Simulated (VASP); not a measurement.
# LiSm (Pm-3m) in VASP: a series of runs

Runs on LiSm. Level: PBE. Tasks: single point, relaxation of cell and atoms.

Program: VASP 6.6.1. These are calculated values, not measurements. Logs are shortened: lines on timing, memory, paths and dates and some standing lists are left out, and cuts for length are marked.

**1. The cell of the first run**

Symmetry: Pm-3m, No. 221, cubic system. The conventional cell has a = 3.773 Å, b = 3.773 Å, c = 3.773 Å, α = 90.00°, β = 90.00°, γ = 90.00°. Li (site symmetry m-3m) has 8 Sm at 3.27 Å and 6 Li at 3.77 Å within 4.3 Å. Sm (site symmetry m-3m) has 8 Li at 3.27 Å and 6 Sm at 3.77 Å within 4.3 Å.

The cell was built from a structure type or drawn by symmetry, and may not be a known phase.

**2. Single point, PBE**

Contents of INCAR:

```
PREC = Accurate ; ENCUT = 750
EDIFF = 1E-6 ; ISMEAR = 0
SIGMA = 0.1 ; LREAL = F
LASPH = T ; NELM = 200
ALGO = Normal ; ISIF = 2
LWAVE = F ; LCHARG = F
GGA = PE ; NBANDS = 14
GGA_COMPAT = F ; LMAXMIX = 6
```

Contents of KPOINTS:

```
Automatic mesh
0
Gamma
  14 14 14
```

Contents of POSCAR:

```
LiSm
1.0
    3.7733263686      0.0000000000      0.0000000000
    0.0000000000      3.7733263686      0.0000000000
    0.0000000000      0.0000000000      3.7733263686
Li Sm
1 1
Direct
    0.0000000000      0.0000000000      0.0000000000
    0.5000000000      0.5000000000      0.5000000000
```

Potentials or basis: VASP PAW PBE potentials, release 64 (Li_sv, Sm_3), 4f in core.

The run is started by

```console
$ cat potpaw_PBE.64/Li_sv/POTCAR potpaw_PBE.64/Sm_3/POTCAR > POTCAR
$ mpirun -np 1 vasp_std > vasp.out
```

OUTCAR:

```text
PREC = Accurate
   ENCUT = 750
   EDIFF = 1E-6
   ISMEAR = 0
   LREAL = F
   LASPH = T
   NELM = 200
   ISIF = 2
   GGA = PE

 ion  position               nearest neighbor table
   1  0.000  0.000  0.000-
   2  0.500  0.500  0.500-

  LATTYP: Found a simple cubic cell.
 ALAT       =     3.7733263686

  Lattice vectors:

 A1 = (   3.7733263686,   0.0000000000,   0.0000000000)
 A2 = (   0.0000000000,   3.7733263686,   0.0000000000)
 A3 = (   0.0000000000,   0.0000000000,   3.7733263686)

Analysis of symmetry for initial positions (statically):
=====================================================================
 Subroutine PRICEL returns:
 Original cell was already a primitive cell.

 Routine SETGRP: Setting up the symmetry group for a
 simple cubic supercell.

 Subroutine GETGRP returns: Found 48 space group operations
 (whereof 48 operations were pure point group operations)
 out of a pool of 48 trial point group operations.

The static configuration has the point symmetry O_h .

Analysis of symmetry for dynamics (positions and initial velocities):
=====================================================================
 Subroutine PRICEL returns:
 Original cell was already a primitive cell.

 Routine SETGRP: Setting up the symmetry group for a
 simple cubic supercell.

 Subroutine GETGRP returns: Found 48 space group operations
 (whereof 48 operations were pure point group operations)
 out of a pool of 48 trial point group operations.

The dynamic configuration has the point symmetry O_h .

 Subroutine INISYM returns: Found 48 space group operations
 (whereof 48 operations are pure point group operations),
 and found     1 'primitive' translations

----------------------------------------------------------------------------------------

                                     Primitive cell

  volume of cell :      53.7246

  direct lattice vectors                    reciprocal lattice vectors
     3.773326369  0.000000000  0.000000000     0.265018157  0.000000000  0.000000000
     0.000000000  3.773326369  0.000000000     0.000000000  0.265018157  0.000000000
     0.000000000  0.000000000  3.773326369     0.000000000  0.000000000  0.265018157

  length of vectors
     3.773326369  3.773326369  3.773326369     0.265018157  0.265018157  0.265018157

  position of ions in fractional coordinates (direct lattice)
     0.000000000  0.000000000  0.000000000
[... 81 lines left out ...]
   NSW    =      0    number of steps for IOM
   IBRION =     -1    ionic relax: 0-MD 1-quasi-New 2-CG
   NFREE  =      0    steps in history (QN), initial steepest desc. (CG)
   ISIF   =      2    stress and relaxation
   ISYM   =      2    0-nonsym 1-usesym 2-fastsym
   POTIM  = 0.5000    time-step for ionic-motion
   TEBEG  =    0.0;   TEEND  =   0.0 temperature during run
   PSTRESS=    0.0 pullay stress
   NELECT =      14.0000    total number of electrons
   NUPDOWN=      -1.0000    fix difference up-down
   EMIN   =  10.00;   EMAX   =-10.00  energy-range for DOS
   EFERMI =   0.00;   METHOD = LEGACY
   ISMEAR =     0;   SIGMA  =   0.10  broadening in eV -4-tet -1-fermi 0-gaus
   EFERMI_NEDOS =   21; number of points for ismear=-14 and -15
   IALGO  =     38    algorithm
   IMIX   =      4    mixing-type and parameters
     AMIX     =   0.40;   BMIX     =  1.00
     AMIX_MAG =   1.60;   BMIX_MAG =  1.00
  volume/ion in A,a.u.               =      26.86       181.28
  Fermi-wavevector in a.u.,A,eV,Ry     =   1.045666  1.976023 14.876857  1.093418
  Thomas-Fermi vector in A             =   2.180472
   LORBIT       =      0    0 simple, 1 ext, 2 COOP (PROOUT), +10 PAW based schemes
   GGA     = PE    functional components
   LHFCALC =     F    Hartree Fock is set to
   AEXX    =    0.0000 exact exchange contribution
   IVDW    =     0    specifies the selected vdW correction
   LEPSILON=     F    determine dielectric tensor
   LRPA    =     F    only Hartree local field effects (RPA)
 non-spin polarized calculation
 Gauss-broadening in eV      SIGMA  =   0.10
  energy-cutoff  :      750.00
  volume of cell :       53.72
 maximum number of plane-waves:      2526
 NGX is ok and might be reduce to    36
   NGX = 17   NGY = 17   NGZ = 17

 number of electron      14.0000001 magnetization

 Free energy of the ion-electron system (eV)
  ---------------------------------------------------
  ext. energy  EPLUGINS =         0.00000000
  ---------------------------------------------------
  free energy    TOTEN  =        -6.25855952 eV

  energy without entropy =       -6.24216075  energy(sigma->0) =       -6.25036013

 E-fermi :   2.0471     XC(G=0):  -8.8247

 val. band max:        2.0447187658   @ k =   0.2857   0.0000   0.0000
 cond. band min:       2.0564432731   @ k =   0.1429   0.1429   0.0000
 fundamental gap:      0.0117245073
 Fermi energy:         2.0471134946

 k-point     1 :       0.0000    0.0000    0.0000
  band No.  band energies     occupation
      1     -43.4699      2.00000
      2     -39.3418      2.00000
      3     -18.5702      2.00000
      4     -18.5702      2.00000
      5     -18.5702      2.00000
      6      -1.9339      2.00000
      7       1.7927      1.99968
      8       1.7927      1.99968
      9       6.0426      0.00000
     10       6.0426      0.00000
     11       6.0426      0.00000
     12       7.5175      0.00000
     13       7.5175      0.00000
     14       7.5175      0.00000
[... 377 lines left out ...]
      1     -43.4691      2.00000
      2     -39.3203      2.00000
      3     -18.8228      2.00000
      4     -18.6727      2.00000
      5     -18.5348      2.00000
      6      -0.0790      2.00000
      7       1.7842      1.99980
      8       2.6492      0.00000
      9       3.5236      0.00000
     10       4.2493      0.00000
     11       5.3538      0.00000
     12       7.1700      0.00000
     13       9.3551      0.00000
     14      10.6610      0.00000

 [... further k-points ...]
[... 5 lines left out ...]
  --------------------------------------------------------------------------------------
  -------------------------------------------------------------------------------------
  Total        0.0553285      0.0553285      0.0553285      0.0000000     -0.0000000      0.0000000
  in kB        1.6500085      1.6500085      1.6500085      0.0000000     -0.0000000      0.0000000
  external PRESSURE =       1.6500085 kB  Pullay stress =       0.0000000 kB

 VOLUME and BASIS-vectors are now :
 -----------------------------------------------------------------------------
  energy-cutoff  :      750.00
  volume of cell :       53.72
      direct lattice vectors                 reciprocal lattice vectors
     3.773326369  0.000000000  0.000000000     0.265018157  0.000000000  0.000000000
     0.000000000  3.773326369  0.000000000     0.000000000  0.265018157  0.000000000
     0.000000000  0.000000000  3.773326369     0.000000000  0.000000000  0.265018157

 POSITION                                       TOTAL-FORCE (eV/Angst)
 -----------------------------------------------------------------------------------
      0.00000      0.00000      0.00000         0.000000      0.000000      0.000000
      1.88666      1.88666      1.88666         0.000000      0.000000      0.000000
 -----------------------------------------------------------------------------------
    total drift:                                0.000000      0.000000      0.000000

  FREE ENERGIE OF THE ION-ELECTRON SYSTEM (eV)
  ---------------------------------------------------
  free  energy   TOTEN  =        -6.2585595155 eV

  energy  without entropy=       -6.2421607484  energy(sigma->0) =       -6.25036013
```

Run time: 41 s. Hardware: 1 thread of Intel Xeon 6975P-C (Granite Rapids), shared host; peak memory 0.31 GiB.

What came out:

| Item | Value |
| --- | --- |
| Free energy | -6.2586 eV |
| Pressure | 0.2 GPa |
| Band gap on the k mesh | zero (bands 7 and 8 overlap by 1.45 eV) |

Levels at points of the mesh, in eV from the Fermi level:
| k point | band 3 | band 4 | band 5 | band 6 | band 7 | band 8 | band 9 | band 10 | band 11 | band 12 |
| --- | --- | --- | --- | --- | --- | --- | --- | --- | --- | --- |
| (0.00, 0.00, 0.00) | -20.62 | -20.62 | -20.62 | -3.98 | -0.25 | -0.25 | 4.00 | 4.00 | 4.00 | 5.47 |
| (0.50, 0.00, 0.00) | -20.94 | -20.59 | -20.59 | -2.31 | -0.32 | 0.36 | 1.72 | 1.72 | 4.24 | 5.47 |
| (0.50, 0.50, 0.00) | -20.90 | -20.90 | -20.56 | -1.35 | -0.03 | 1.16 | 1.16 | 2.47 | 2.47 | 5.35 |
| (0.50, 0.50, 0.50) | -20.86 | -20.86 | -20.86 | -1.03 | -1.03 | -1.03 | 5.12 | 5.25 | 5.25 | 5.25 |

Caveat: spin-orbit coupling is left out, which moves the levels of the heavy elements; the 4f electrons are frozen in the core, so they carry no moment and show no levels.

**3. Relaxation of cell and atoms, PBE**

This run uses another cell than the first one, of 26.70 Å³/atom.

Contents of INCAR:

```
ALGO     = Normal         # electronic algorithm
EDIFF    = 1E-7           # SCF threshold, eV
EDIFFG   = -0.01          # ionic threshold
ENCUT    = 750            # plane-wave cutoff, eV
GGA      = PE             # functional
GGA_COMPAT= F            
IBRION   = 2              # ionic algorithm
ISIF     = 3              # what is computed and relaxed
ISMEAR   = 0              # smearing method
LASPH    = T              # aspherical terms in the spheres
LCHARG   = F              # write CHGCAR
LMAXMIX  = 6              # l up to which the mixer works
LREAL    = F              # projectors in reciprocal space
LWAVE    = F              # write WAVECAR
NELM     = 200            # most SCF steps
NELMIN   = 4            
NSW      = 100            # ionic steps
PREC     = Accurate       # precision mode
SIGMA    = 0.1            # smearing width, eV
```

Contents of KPOINTS:

```
k-points
0
Gamma
  14 14 14
```

Contents of POSCAR:

```
LiSm
1.0
    3.7655186410      0.0000000000      0.0000000000
    0.0000000000      3.7655186410      0.0000000000
    0.0000000000      0.0000000000      3.7655186410
Li Sm
1 1
Direct
    0.0000000000      0.0000000000      0.0000000000
    0.5000000000      0.5000000000      0.5000000000
```

Potentials or basis: VASP PAW PBE potentials, release 64 (Li_sv, Sm_3), 4f in core.

The run is started by

```console
$ cat potpaw_PBE.64/Li_sv/POTCAR potpaw_PBE.64/Sm_3/POTCAR > POTCAR
$ mpirun -np 1 vasp_std > vasp.out
```

Run time: 76 s. Hardware: 1 thread of Intel Xeon 6975P-C (Granite Rapids), shared host; peak memory 0.3 GiB.

The run converged. Its results:

| Item | Value |
| --- | --- |
| Free energy | -6.2585 eV |
| Relaxed volume | 26.96 Å³/atom |
| Relaxed cell | a = 3.778 Å, b = 3.778 Å, c = 3.778 Å, α = 90.00°, β = 90.00°, γ = 90.00° |
| Space group after relaxing (to 0.1 Å) | Pm-3m (No. 221) |
| Energy gained by relaxing | 0.3 meV/atom |
| Ionic steps | 3 |
| Pressure after relaxing | 0.0 GPa |
| Band gap on the k mesh | zero (bands 7 and 8 overlap by 1.44 eV) |

Step by step:
```tsv
step	energy change (eV)	largest force (eV/Å)	pressure (GPa)	volume (Å³)
1	0.0000	0.0000	0.29	53.39
2	-0.0005	0.0000	0.12	53.76
3	-0.0006	0.0000	0.04	53.91
```

Final structure:
```yaml
crystal:
  lattice:
    - [3.77775, 0.00000, 0.00000]
    - [0.00000, 3.77775, 0.00000]
    - [0.00000, 0.00000, 3.77775]
  atoms:
    - { symbol: Li, position: [0.00000, 0.00000, 0.00000] }
    - { symbol: Sm, position: [0.50000, 0.50000, 0.50000] }
```

Levels at points of the mesh, in eV from the Fermi level:
```tsv
k point	band 4	band 5	band 6	band 7	band 8	band 9	band 10	band 11
(0.00, 0.00, 0.00)	-20.63	-20.63	-3.98	-0.25	-0.25	3.98	3.98	3.98
(0.50, 0.00, 0.00)	-20.60	-20.60	-2.30	-0.33	0.36	1.71	1.71	4.22
(0.50, 0.50, 0.00)	-20.91	-20.57	-1.35	-0.04	1.15	1.15	2.46	2.46
(0.50, 0.50, 0.50)	-20.87	-20.87	-1.02	-1.02	-1.02	5.11	5.23	5.23
```

Caveat: spin-orbit coupling is left out, which moves the levels of the heavy elements; the 4f electrons are frozen in the core, so they carry no moment and show no levels. Spin polarisation is off, so any magnetic state and its effect on volume and gap are missing.
